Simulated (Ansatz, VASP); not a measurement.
## CaF2: VASP beside Ansatz

```
CELL_PARAMETERS angstrom
0.00000 2.79764 2.79764
2.79764 0.00000 2.79764
2.79764 2.79764 0.00000
ATOMIC_POSITIONS crystal
Ca 0.00000 0.00000 0.00000
F 0.25000 0.25000 0.25000
F 0.75000 0.75000 0.75000
```

Alike in both runs: task single point; functional PBE; k mesh 5 × 5 × 5; no spin polarisation.

|  | VASP | Ansatz |
| --- | --- | --- |
| version | VASP 6.6.1 | Ansatz 0.2.0 |
| potentials or method | VASP PAW PBE potentials, release 64 (Ca_sv, F) | plane waves, norm-conserving potentials |
| plane-wave cutoff (eV) | 600 | 1320 |
| occupations | gaussian, width 0.01 eV | fixed |
| valence electrons in the cell | 24 | 24 |

```tsv
	VASP	Ansatz	Ansatz less VASP
pressure (GPa)	-3.1	-3.2	-0.15
```
